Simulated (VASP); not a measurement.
# FePt (P-6m2) in VASP: a series of runs, part 2 of 2

VASP 6.6.1. Earlier steps stand in the parts before.

### Step 3. Single point, PBE, collinear spin, ferromagnetic start

This run uses another cell than the first one, of 14.10 Å³/atom.

Contents of INCAR:

```
SYSTEM = FePt
  PREC = Accurate
  ENCUT = 600
  EDIFF = 1E-6
  ISMEAR = 0
  SIGMA = 0.1
  LREAL = .False.
  LASPH = .True.
  NELM = 200
  ALGO = Normal
  ISIF = 2
  LWAVE = .False.
  LCHARG = .True.
  ISPIN = 2
  MAGMOM = 3.22 0.32
  LORBIT = 11
  LMAXMIX = 4
  GGA = PE
  LELF = .True.
  LVHAR = .True.
  NBANDS = 20
  GGA_COMPAT = .False.
```

Contents of KPOINTS:

```
regular mesh
0
Gamma
  24 24 12
  0 0 0
```

Contents of POSCAR:

```
FePt
1.0
    2.7291834811      0.0000000000      0.0000000000
   -1.3645917405      2.3635422262      0.0000000000
    0.0000000000      0.0000000000      4.3707816648
Fe Pt
1 1
Direct
    0.3333333333      0.6666666667      0.5000000000
    0.6666666667      0.3333333333      0.0000000000
```

Potentials or basis: VASP PAW PBE potentials, release 64 (Fe, Pt).

Command:

```
> cat potpaw_PBE.64/Fe/POTCAR potpaw_PBE.64/Pt/POTCAR > POTCAR
> mpirun -np 1 vasp_std > vasp.out
```

OUTCAR:

```text
SYSTEM = FePt
   PREC = Accurate
   ENCUT = 600
   EDIFF = 1E-6
   ISMEAR = 0
   LREAL = .False.
   LASPH = .True.
   NELM = 200
   ISIF = 2
   ISPIN = 2
   LORBIT = 11
   GGA = PE

 ion  position               nearest neighbor table
   1  0.333  0.667  0.500-   2 2.69   2 2.69   2 2.69   2 2.69   2 2.69   2 2.69
   2  0.667  0.333  0.000-   1 2.69   1 2.69   1 2.69   1 2.69   1 2.69   1 2.69

  LATTYP: Found a hexagonal cell.
 ALAT       =     2.7291834811
 C/A-ratio  =     1.6014979187

  Lattice vectors:

 A1 = (   2.7291834811,   0.0000000000,   0.0000000000)
 A2 = (  -1.3645917405,   2.3635422262,   0.0000000000)
 A3 = (   0.0000000000,   0.0000000000,   4.3707816648)

Analysis of symmetry for initial positions (statically):
=====================================================================
 Subroutine PRICEL returns:
 Original cell was already a primitive cell.

 Routine SETGRP: Setting up the symmetry group for a
 hexagonal supercell.

 Subroutine GETGRP returns: Found 12 space group operations
 (whereof 12 operations were pure point group operations)
 out of a pool of 24 trial point group operations.

[... 1292 lines left out ...]
     20      28.8949      0.00000

 [... further k-points ...]

------------------------ aborting loop because EDIFF is reached ----------------------------------------

  FORCE on cell =-STRESS in cart. coord.  units (eV):
  Direction    XX          YY          ZZ          XY          YZ          ZX
  --------------------------------------------------------------------------------------
  -------------------------------------------------------------------------------------
  Total       -0.0571934     -0.0571934     -0.0553025     -0.0000000      0.0000000      0.0000000
  in kB       -3.2501318     -3.2501318     -3.1426783     -0.0000000      0.0000000      0.0000000
  external PRESSURE =      -3.2143140 kB  Pullay stress =       0.0000000 kB

 VOLUME and BASIS-vectors are now :
 -----------------------------------------------------------------------------
  energy-cutoff  :      600.00
  volume of cell :       28.19
      direct lattice vectors                 reciprocal lattice vectors
     2.729183481  0.000000000  0.000000000     0.366409956  0.211546887  0.000000000
    -1.364591741  2.363542226  0.000000000     0.000000000  0.423093774  0.000000000
     0.000000000  0.000000000  4.370781665     0.000000000  0.000000000  0.228792028

 POSITION                                       TOTAL-FORCE (eV/Angst)
 -----------------------------------------------------------------------------------
     -0.00000      1.57569      2.18539         0.000000      0.000000      0.000000
      1.36459      0.78785      0.00000        -0.000000      0.000000      0.000000
 -----------------------------------------------------------------------------------
    total drift:                               -0.000000      0.000000      0.000000

  FREE ENERGIE OF THE ION-ELECTRON SYSTEM (eV)
  ---------------------------------------------------
  free  energy   TOTEN  =       -14.5739131851 eV

  energy  without entropy=      -14.5666086067  energy(sigma->0) =      -14.57026090

 total charge

# of ion       s       p       d       tot
------------------------------------------
    1        0.402   0.414   6.142   6.957
    2        0.697   0.663   8.035   9.395
--------------------------------------------------
tot          1.098   1.077  14.177  16.351

 magnetization (x)

# of ion       s       p       d       tot
------------------------------------------
    1       -0.007  -0.020   2.907   2.880
    2       -0.013  -0.050   0.333   0.271
--------------------------------------------------
tot         -0.020  -0.069   3.240   3.151
```

OSZICAR:

```text
N       E                     dE             d eps       ncg     rms          rms(c)
DAV:   1     0.104049676263E+03    0.10405E+03   -0.88790E+03 34460   0.111E+03
DAV:   2    -0.114078574427E+02   -0.11546E+03   -0.10180E+03 34688   0.236E+02
DAV:   3    -0.157886240327E+02   -0.43808E+01   -0.42291E+01 39892   0.512E+01
DAV:   4    -0.158388869492E+02   -0.50263E-01   -0.50220E-01 38288   0.462E+00
DAV:   5    -0.158401547689E+02   -0.12678E-02   -0.12678E-02 41108   0.829E-01    0.161E+01
DAV:   6    -0.165284288974E+02   -0.68827E+00   -0.88136E+00 38288   0.555E+01    0.193E+01
DAV:   7    -0.148022990907E+02    0.17261E+01   -0.65890E+00 44580   0.554E+01    0.101E+01
DAV:   8    -0.146310179844E+02    0.17128E+00   -0.52355E-01 46288   0.772E+00    0.434E+00
DAV:   9    -0.145769744987E+02    0.54043E-01   -0.16709E-01 50360   0.573E+00    0.967E-01
DAV:  10    -0.145753182136E+02    0.16563E-02   -0.12839E-02 51600   0.134E+00    0.657E-01
DAV:  11    -0.145738682369E+02    0.14500E-02   -0.21195E-03 47232   0.597E-01    0.156E-01
DAV:  12    -0.145739123948E+02   -0.44158E-04   -0.22546E-04 41484   0.140E-01    0.598E-02
DAV:  13    -0.145739141325E+02   -0.17378E-05   -0.17046E-05 42204   0.371E-02    0.221E-02
DAV:  14    -0.145739129471E+02    0.11854E-05   -0.27933E-06 28792   0.279E-02    0.811E-03
DAV:  15    -0.145739131851E+02   -0.23801E-06   -0.10860E-06 23228   0.136E-02
   1 F= -.14573913E+02 E0= -.14570261E+02  d E =-.730458E-02  mag=     3.1549
```

stdout:

```text
POSCAR found type information on POSCAR FePt
 POSCAR found :  2 types and       2 ions
 scaLAPACK will be used
 LDA part: xc-table for (Slater+PW92), standard interpolation
 POSCAR, INCAR and KPOINTS ok, starting setup
 FFT: planning ... GRIDC
 FFT: planning ... GRID_SOFT
 FFT: planning ... GRID
 WAVECAR not read
 entering main loop
```

It took 5.8 min on 1 thread of Oxide Virtual Turin-like, shared host; peak memory 0.52 GiB.

Results:

- Free energy: -14.5739 eV
- Pressure: -0.3 GPa
- Net moment: 3.15 μB per cell
- Site moments: Fe +2.88; Pt +0.27 μB
- Valence electrons inside the program's atomic spheres: Fe 6.96; Pt 9.39
